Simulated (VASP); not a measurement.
# Sn3Se2S (I4/mmm) in VASP: single point with PBE

Aim: the single point of Sn3Se2S with PBE.

Everything below comes from runs of VASP 6.6.1. Logs are shortened: lines on timing, memory, paths and dates and some standing lists are left out, and cuts for length are marked.

### Step 1. The cell of the first run

It takes space group I4/mmm (No. 139, tetragonal). The conventional cell has a = 4.241 Å, b = 4.241 Å, c = 17.970 Å, α = 90.00°, β = 90.00°, γ = 90.00°. Sn (site symmetry 4mm) has 1 S at 2.92 Å and 5 Se at 3.00 to 3.07 Å within 3.8 Å. Within 3.9 Å of Sn (site symmetry 4/mmm) lie 2 Se at 3.00 Å and 4 S at 3.00 Å. Se (site symmetry 4mm) has 6 Sn at 3.00 to 3.07 Å within 3.9 Å. Within 3.8 Å of S (site symmetry 4/mmm) lie 6 Sn at 2.92 to 3.00 Å.

### Step 2. Single point, PBE

Input file INCAR:

```
  PREC = Accurate
  ENCUT = 520
  EDIFF = 1E-6
  ISMEAR = 0
  SIGMA = 0.1
  LREAL = False
  LASPH = True
  NELM = 80
  ALGO = Normal
  ISIF = 2
  LWAVE = False
  LCHARG = False
  GGA = PE
  NBANDS = 39
```

Input file KPOINTS:

```
regular mesh
0
Gamma
  6 6 6
```

Input file POSCAR:

```
Sn3Se2S
1.0
   -2.1206951000      2.1206951000      8.9848973000
    2.1206951000     -2.1206951000      8.9848973000
    2.1206951000      2.1206951000     -8.9848973000
Sn Se S
3 2 1
Direct
    0.8374760000      0.8374760000      0.0000000000
    0.5000000000      0.5000000000      0.0000000000
    0.1625240000      0.1625240000      0.0000000000
    0.6668000000      0.6668000000      0.0000000000
    0.3332000000      0.3332000000      0.0000000000
    0.0000000000      0.0000000000      0.0000000000
```

Potentials or basis: VASP PAW PBE potentials, release 64 (Sn_d, Se, S).

Launch:

```
cat potpaw_PBE.64/Sn_d/POTCAR potpaw_PBE.64/Se/POTCAR potpaw_PBE.64/S/POTCAR > POTCAR
mpirun -np 1 vasp_std > vasp.out
```

OUTCAR:

```text
PREC = Accurate
   ENCUT = 520
   EDIFF = 1E-6
   ISMEAR = 0
   LREAL = False
   LASPH = True
   NELM = 80
   ISIF = 2
   GGA = PE

 ion  position               nearest neighbor table
   1  0.837  0.837  0.000-   6 2.92   5 3.00   5 3.00   5 3.00   5 3.00   4 3.07
   2  0.500  0.500  0.000-   4 3.00   5 3.00   6 3.00   6 3.00   6 3.00   6 3.00
   3  0.163  0.163  0.000-   6 2.92   4 3.00   4 3.00   4 3.00   4 3.00   5 3.07
   4  0.667  0.667  0.000-   2 3.00   3 3.00   3 3.00   3 3.00   3 3.00   1 3.07
   5  0.333  0.333  0.000-   2 3.00   1 3.00   1 3.00   1 3.00   1 3.00   3 3.07
   6  0.000  0.000  0.000-   1 2.92   3 2.92   2 3.00   2 3.00   2 3.00   2 3.00

  LATTYP: Found a body centered tetragonal cell.
 ALAT       =     4.2413902000
 C/A-ratio  =     4.2367699628

  Lattice vectors:

 A1 = (  -2.1206951000,   2.1206951000,   8.9848973000)
 A2 = (   2.1206951000,  -2.1206951000,   8.9848973000)
 A3 = (   2.1206951000,   2.1206951000,  -8.9848973000)

Analysis of symmetry for initial positions (statically):
=====================================================================
 Subroutine PRICEL returns:
 Original cell was already a primitive cell.

 Routine SETGRP: Setting up the symmetry group for a
 body centered tetragonal supercell.

 Subroutine GETGRP returns: Found 16 space group operations
 (whereof 16 operations were pure point group operations)
 out of a pool of 16 trial point group operations.

The static configuration has the point symmetry D_4h.

Analysis of symmetry for dynamics (positions and initial velocities):
=====================================================================
 Subroutine PRICEL returns:
 Original cell was already a primitive cell.

 Routine SETGRP: Setting up the symmetry group for a
 body centered tetragonal supercell.

 Subroutine GETGRP returns: Found 16 space group operations
 (whereof 16 operations were pure point group operations)
 out of a pool of 16 trial point group operations.

The dynamic configuration has the point symmetry D_4h.

 Subroutine INISYM returns: Found 16 space group operations
 (whereof 16 operations are pure point group operations),
 and found     1 'primitive' translations

----------------------------------------------------------------------------------------

                                     Primitive cell

  volume of cell :     161.6328

  direct lattice vectors                    reciprocal lattice vectors
    -2.120695100  2.120695100  8.984897300     0.000000000  0.235771752  0.055648939
     2.120695100 -2.120695100  8.984897300     0.235771752  0.000000000  0.055648939
     2.120695100  2.120695100 -8.984897300     0.235771752  0.235771752  0.000000000

  length of vectors
     9.472226502  9.472226502  9.472226502     0.242250126  0.242250126  0.333431610

  position of ions in fractional coordinates (direct lattice)
     0.837476000  0.837476000  0.000000000
     0.500000000  0.500000000  0.000000000
     0.162524000  0.162524000  0.000000000
     0.666800000  0.666800000  0.000000000
     0.333200000  0.333200000  0.000000000
     0.000000000  0.000000000  0.000000000

  ion indices of the primitive-cell ions
   primitive index   ion index
                 1           1
                 2           2
                 3           3
                 4           4
                 5           5
                 6           6

----------------------------------------------------------------------------------------

 KPOINTS: regular mesh

Automatic generation of k-mesh.
 Grid dimensions read from file:
 generate k-points for:    6    6    6

 Generating k-lattice:

  Cartesian coordinates                     Fractional coordinates (reciprocal lattice)
     0.000000000  0.039295292  0.009274823     0.166666667  0.000000000 -0.000000000
     0.039295292  0.000000000  0.009274823     0.000000000  0.166666667 -0.000000000
     0.039295292  0.039295292  0.000000000     0.000000000  0.000000000  0.166666667

  Length of vectors
     0.040375021  0.040375021  0.055571935

  Shift w.r.t. Gamma in fractional coordinates (k-lattice)
     0.000000000  0.000000000  0.000000000

 Subroutine IBZKPT returns following result:
 ===========================================

 Found     30 irreducible k-points:

 Following reciprocal coordinates:
            Coordinates               Weight
  0.000000  0.000000  0.000000      1.000000
  0.166667  0.000000 -0.000000      8.000000
  0.333333  0.000000 -0.000000      8.000000
  0.500000  0.000000 -0.000000      4.000000
  0.166667  0.166667 -0.000000      8.000000
  0.333333  0.166667 -0.000000     16.000000
[... 16 lines left out ...]
 -0.333333 -0.333333  0.166667      8.000000
 -0.166667 -0.333333  0.166667      8.000000
 [... further k-points ...]
   k-points           NKPTS =     30   k-points in BZ     NKDIM =     30   number of bands    NBANDS=     39
   number of dos      NEDOS =    301   number of ions     NIONS =      6
   total plane-waves  NPLWV = 343000
   dimension x,y,z NGX =    70 NGY =   70 NGZ =   70
   dimension x,y,z NGXF=   140 NGYF=  140 NGZF=  140
   ions per type =               3   2   1
   NGX,Y,Z   is equivalent  to a cutoff of  12.29, 12.29, 12.29 a.u.
   NGXF,Y,Z  is equivalent  to a cutoff of  24.57, 24.57, 24.57 a.u.
 SYSTEM =  unknown system
   PREC   = accura    normal or accurate (medium, high low for compatibility)
   ISTART =      0    job   : 0-new  1-cont  2-samecut
   ICHARG =      2    charge: 1-file 2-atom 10-const
   ISPIN  =      1    spin polarized calculation?
   LNONCOLLINEAR =      F non collinear calculations
   LSORBIT =      F    spin-orbit coupling
   LASPH  =      T    aspherical Exc in radial PAW
   ENCUT  =  520.0 eV  38.22 Ry    6.18 a.u.  17.61 17.61 17.61*2*pi/ulx,y,z
   NELM   =     80;   NELMIN=  2; NELMDL= -5     # of ELM steps
   EDIFF  = 0.1E-05   stopping-criterion for ELM
   LREAL  =      F    real-space projection
   EDIFFG = 0.1E-04   stopping-criterion for IOM
   NSW    =      0    number of steps for IOM
   IBRION =     -1    ionic relax: 0-MD 1-quasi-New 2-CG
   NFREE  =      0    steps in history (QN), initial steepest desc. (CG)
   ISIF   =      2    stress and relaxation
   ISYM   =      2    0-nonsym 1-usesym 2-fastsym
   POTIM  = 0.5000    time-step for ionic-motion
   TEBEG  =    0.0;   TEEND  =   0.0 temperature during run
   PSTRESS=    0.0 pullay stress
   NELECT =      60.0000    total number of electrons
   NUPDOWN=      -1.0000    fix difference up-down
   EMIN   =  10.00;   EMAX   =-10.00  energy-range for DOS
   EFERMI =   0.00;   METHOD = LEGACY
   ISMEAR =     0;   SIGMA  =   0.10  broadening in eV -4-tet -1-fermi 0-gaus
   EFERMI_NEDOS =   21; number of points for ismear=-14 and -15
   IALGO  =     38    algorithm
   IMIX   =      4    mixing-type and parameters
     AMIX     =   0.40;   BMIX     =  1.00
     AMIX_MAG =   1.60;   BMIX_MAG =  1.00
  volume/ion in A,a.u.               =      26.94       181.79
  Fermi-wavevector in a.u.,A,eV,Ry     =   1.176564  2.223383 18.834569  1.384302
  Thomas-Fermi vector in A             =   2.312925
   LORBIT       =      0    0 simple, 1 ext, 2 COOP (PROOUT), +10 PAW based schemes
   GGA     = PE    functional components
   LHFCALC =     F    Hartree Fock is set to
   AEXX    =    0.0000 exact exchange contribution
   IVDW    =     0    specifies the selected vdW correction
   LEPSILON=     F    determine dielectric tensor
   LRPA    =     F    only Hartree local field effects (RPA)
 non-spin polarized calculation
 Gauss-broadening in eV      SIGMA  =   0.10
  energy-cutoff  :      520.00
  volume of cell :      161.63
 maximum number of plane-waves:      4378
   NGX = 35   NGY = 35   NGZ = 35

 number of electron      60.0000001 magnetization

 Free energy of the ion-electron system (eV)
  ---------------------------------------------------
  ext. energy  EPLUGINS =         0.00000000
  ---------------------------------------------------
  free energy    TOTEN  =       -25.17510935 eV

  energy without entropy =      -25.17258401  energy(sigma->0) =      -25.17384668

 E-fermi :   5.8333     XC(G=0):  -9.5608

 val. band max:        5.7609364885   @ k =  -0.1667   0.3333   0.1667
 cond. band min:       5.9049896001   @ k =  -0.1667   0.3333   0.1667
 fundamental gap:      0.1440531115
 Fermi energy:         5.8333328736

 k-point     1 :       0.0000    0.0000    0.0000
  band No.  band energies     occupation
      1     -16.0598      2.00000
      2     -16.0503      2.00000
      3     -16.0426      2.00000
      4     -16.0383      2.00000
      5     -16.0383      2.00000
      6     -15.9801      2.00000
[... 31 lines left out ...]
     38      10.2954      0.00000
     39      10.2955      0.00000

 k-point     2 :       0.1667    0.0000   -0.0000
  band No.  band energies     occupation
      1     -16.0576      2.00000
      2     -16.0481      2.00000
      3     -16.0443      2.00000
      4     -16.0391      2.00000
      5     -16.0381      2.00000
      6     -15.9776      2.00000
[... 31 lines left out ...]
     38       9.6218      0.00000
     39       9.7345      0.00000

 k-point     3 :       0.3333    0.0000   -0.0000
  band No.  band energies     occupation
      1     -16.0545      2.00000
      2     -16.0478      2.00000
      3     -16.0423      2.00000
      4     -16.0408      2.00000
      5     -16.0379      2.00000
      6     -15.9734      2.00000
[... 31 lines left out ...]
     38       9.2194      0.00000
     39       9.7227      0.00000

 k-point     4 :       0.5000    0.0000   -0.0000
  band No.  band energies     occupation
      1     -16.0534      2.00000
      2     -16.0495      2.00000
      3     -16.0417      2.00000
      4     -16.0390      2.00000
      5     -16.0379      2.00000
      6     -15.9710      2.00000
[... 31 lines left out ...]
     38       9.1823      0.00000
     39       9.4709      0.00000
[... 754 lines left out ...]
     38       8.4476      0.00000
     39      10.2228      0.00000

 k-point    23 :      -0.3333   -0.3333    0.1667
  band No.  band energies     occupation
      1     -16.0548      2.00000
      2     -16.0478      2.00000
      3     -16.0458      2.00000
      4     -16.0392      2.00000
      5     -16.0389      2.00000
      6     -15.9756      2.00000
[... 31 lines left out ...]
     38       9.7582      0.00000
     39      10.5781      0.00000

 k-point    24 :      -0.1667   -0.3333    0.1667
  band No.  band energies     occupation
      1     -16.0576      2.00000
      2     -16.0483      2.00000
      3     -16.0444      2.00000
      4     -16.0391      2.00000
      5     -16.0381      2.00000
      6     -15.9776      2.00000
[... 31 lines left out ...]
     38       9.8310      0.00000
     39      10.1720      0.00000

 [... further k-points ...]

------------------------ aborting loop because EDIFF is reached ----------------------------------------

  FORCE on cell =-STRESS in cart. coord.  units (eV):
  Direction    XX          YY          ZZ          XY          YZ          ZX
  --------------------------------------------------------------------------------------
  -------------------------------------------------------------------------------------
  Total       -0.2159223     -0.2159223     -0.1298657      0.0000000      0.0000000      0.0000000
  in kB       -2.1403190     -2.1403190     -1.2872870      0.0000000      0.0000000      0.0000000
  external PRESSURE =      -1.8559750 kB  Pullay stress =       0.0000000 kB

 VOLUME and BASIS-vectors are now :
 -----------------------------------------------------------------------------
  energy-cutoff  :      520.00
  volume of cell :      161.63
      direct lattice vectors                 reciprocal lattice vectors
    -2.120695100  2.120695100  8.984897300     0.000000000  0.235771752  0.055648939
     2.120695100 -2.120695100  8.984897300     0.235771752  0.000000000  0.055648939
     2.120695100  2.120695100 -8.984897300     0.235771752  0.235771752  0.000000000

 POSITION                                       TOTAL-FORCE (eV/Angst)
 -----------------------------------------------------------------------------------
      0.00000      0.00000     15.04927         0.000000      0.000000      0.019835
      0.00000      0.00000      8.98490        -0.000000     -0.000000      0.000000
      0.00000      0.00000      2.92052         0.000000      0.000000     -0.019835
      0.00000      0.00000     11.98226         0.000000      0.000000      0.008986
      0.00000      0.00000      5.98754        -0.000000     -0.000000     -0.008986
      0.00000      0.00000      0.00000        -0.000000     -0.000000      0.000000
 -----------------------------------------------------------------------------------
    total drift:                                0.000000      0.000000     -0.000000

  FREE ENERGIE OF THE ION-ELECTRON SYSTEM (eV)
  ---------------------------------------------------
  free  energy   TOTEN  =       -25.1751093546 eV

  energy  without entropy=      -25.1725840073  energy(sigma->0) =      -25.17384668
```

Wall time 10 min (1 thread of AMD EPYC 7R13, shared host); peak memory 0.76 GiB.

What came out:

| Property | Result |
| --- | --- |
| Free energy | -25.1751 eV |
| Pressure | -0.2 GPa |
| Largest force | 0.020 eV/Å |
| Band gap on the k mesh | 0.14 eV, direct |

Forces in eV/Å, atoms in the order of the input:
```
Sn   0.000  0.000  0.020
Sn   0.000  0.000  0.000
Sn   0.000  0.000 -0.020
Se   0.000  0.000  0.009
Se   0.000  0.000 -0.009
S    0.000  0.000  0.000
```

Levels at points of the mesh, in eV from the valence-band top:
```csv
k point,band 28,band 29,band 30,band 31,band 32,band 33
"(0.00, 0.00, 0.00)",-2.38,-2.36,-2.36,3.30,3.38,3.41
"(0.50, 0.00, 0.00)",-0.74,-0.52,-0.11,0.39,0.79,0.79
"(0.50, 0.50, 0.00)",-3.74,-2.04,-1.78,2.50,2.54,2.97
"(0.50, 0.50, 0.50)",-2.75,-1.27,-0.90,1.51,1.68,2.99
```

Caveat: spin-orbit coupling is left out, which moves the levels of the heavy elements.
